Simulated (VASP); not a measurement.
Input of a VASP 6.6.1 run:

INCAR

```
SYSTEM = CaO
PREC = Accurate
ENCUT = 520
EDIFF = 1E-7
ISMEAR = 0
SIGMA = 0.01
LREAL = .False.
LASPH = .True.
NELM = 80
ALGO = Normal
ISIF = 2
LWAVE = .False.
LCHARG = .False.
NBANDS = 15
```

File KPOINTS:

```
regular mesh
0
Gamma
  10 10 10
  0 0 0
```

The input POSCAR:

```
CaO
1.0
    0.0000000000      2.3975473881      2.3975473881
    2.3975473881      0.0000000000      2.3975473881
    2.3975473881      2.3975473881      0.0000000000
Ca O
1 1
Direct
    0.0000000000      0.0000000000      0.0000000000
    0.5000000000      0.5000000000      0.5000000000
```

Potentials or basis: VASP PAW LDA potentials, release 64 (Ca_sv, O).

The run is started by

```console
$ cat potpaw_LDA.64/Ca_sv/POTCAR potpaw_LDA.64/O/POTCAR > POTCAR
$ mpirun -np 1 vasp_std > vasp.out
```

**Question.** Predict the pressure.

**Answer.** -5.5 GPa.

**Question.** Predict the band gap on the k mesh.

**Answer.** 3.46 eV (least direct gap 3.83 eV).

Caveat: the cell stands under tension. A k mesh can miss the band edges.
